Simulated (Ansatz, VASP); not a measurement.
AlNi3 in VASP and in Ansatz

The input INCAR:

```
SYSTEM = AlNi3
PREC = Accurate
ENCUT = 520
EDIFF = 1E-6
ISMEAR = 0
SIGMA = 0.05
LREAL = .False.
LASPH = .True.
NELM = 150
ALGO = Normal
ISIF = 2
LWAVE = .False.
LCHARG = .True.
ISPIN = 2
MAGMOM = 0.01 0.01 -0.2 -0.2 -0.2 -0.2 -0.2 -0.2
LORBIT = 11
LMAXMIX = 4
GGA = PE
LELF = .True.
LVHAR = .True.
NBANDS = 47
```

Contents of KPOINTS:

```
regular mesh
0
Gamma
  9 9 8
  0 0 0
```

Contents of POSCAR:

```
AlNi3
1.0
    4.9068601226      0.0000000000      0.0000000000
   -2.4534300613      4.2494655190      0.0000000000
    0.0000000000      0.0000000000      3.9577790255
Al Ni
2 6
Direct
    0.6666666700      0.3333333300      0.2500000000
    0.3333333300      0.6666666700      0.7500000000
    0.3285200000      0.1642600000      0.7500000000
    0.8357400000      0.1642600000      0.7500000000
    0.8357400000      0.6714800000      0.7500000000
    0.6714800000      0.8357400000      0.2500000000
    0.1642600000      0.8357400000      0.2500000000
    0.1642600000      0.3285200000      0.2500000000
```

Input for Ansatz:

```yaml
crystal:
  lattice:
    - [4.9068601226, 0.0, 0.0]
    - [-2.4534300613, 4.249465519, 0.0]
    - [0.0, 0.0, 3.9577790255]
  atoms:
    - { symbol: Al, position: [0.66666667, 0.33333333, 0.25], spin: 0.01 }
    - { symbol: Al, position: [0.33333333, 0.66666667, 0.75], spin: 0.01 }
    - { symbol: Ni, position: [0.32852, 0.16426, 0.75], spin: -0.2 }
    - { symbol: Ni, position: [0.83574, 0.16426, 0.75], spin: -0.2 }
    - { symbol: Ni, position: [0.83574, 0.67148, 0.75], spin: -0.2 }
    - { symbol: Ni, position: [0.67148, 0.83574, 0.25], spin: -0.2 }
    - { symbol: Ni, position: [0.16426, 0.83574, 0.25], spin: -0.2 }
    - { symbol: Ni, position: [0.16426, 0.32852, 0.25], spin: -0.2 }
magnetization:
  spin_polarized: true
basis:
  ecutwfc: 500
  fft_grid_basis: typed
kpoints:
  mp_grid: { grid: [9, 9, 8] }
hamiltonian:
  xc: pbe
  pseudopotentials: { kind: paw }
scf:
  occupations: { method: gaussian, width: 0.05 }
output:
  forces: true
  stress: true
  eigenvalues: true
  bader: true
  write_density: true
  volumetric_format: npy
  populations: true
  elf: true
```

Alike in both runs: task single point; functional PBE; k mesh 9 × 9 × 8; occupations gaussian, width 0.05 eV; collinear spin.

|  | VASP | Ansatz |
| --- | --- | --- |
| version | VASP 6.6.1 | Ansatz 0.2.0 |
| potentials or method | VASP PAW PBE potentials, release 64 (Al, Ni), cutoff 520 eV | scalar-relativistic, plane waves, PAW |
| valence electrons in the cell | 66 | 114 |

```csv
,VASP,Ansatz,Ansatz less VASP
gap on the k mesh at the Fermi level (eV),none,none,-
pressure (GPa),21.8,21.9,+0.10
"traceless stress, the component that is largest in VASP (GPa)",-0.27,-0.19,+0.077
rms of the force components (eV/Å),0.088,0.091,+0.0037
net moment per atom (μB),0.13,0.13,+0.005
size of the moment on the site where the two differ most (μB),0.18,0.19,+0.016
```

Site moments also hang on the region over which each program counts them. Atom by atom the forces differ by 0.004 eV/Å (rms over components). A gap of «none» marks a metal or a gap that the smearing closes. The functional is the same, so the differences come from potentials, cutoffs and numerics. VASP's potentials hold 66 valence electrons a cell and Ansatz's 114, so a difference there can come from the potentials and not from the codes.
